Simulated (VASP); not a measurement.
Nb:

```
Nb
1.0
    -1.66395    1.66395    1.66395
     1.66395   -1.66395    1.66395
     1.66395    1.66395   -1.66395
Nb
1
Direct
  0.00000 0.00000 0.00000
```

Base run:

```yaml
Program: VASP 6.6.1
Functional: r2SCAN
Potentials_or_basis: VASP PAW PBE potentials, release 64 (Nb_sv)
Cutoff: 520 eV
k_mesh: 15 × 15 × 15
Occupations: fermi-dirac, width 0.03 eV
Spin: no spin polarisation
```

Its results: pressure -3.8 GPa.

After a change of settings the same cell gave: pressure -8.6 GPa. Which change was it?
A. functional from r2SCAN to PBE
B. functional from r2SCAN to PBEsol
C. functional from r2SCAN to LDA; potentials or basis from VASP PAW PBE potentials, release 64 (Nb_sv) to VASP PAW LDA potentials, release 64 (Nb_sv)
D. functional from r2SCAN to PBE; further incar settings from ALGO = Normal; EDIFF = 1e-08; NBANDS = 12 to ALGO = Normal; EDIFF = 1e-06; NBANDS = 12

B.

Caveats: the PAW data sets were made with another functional, which shifts forces and pressure a little.
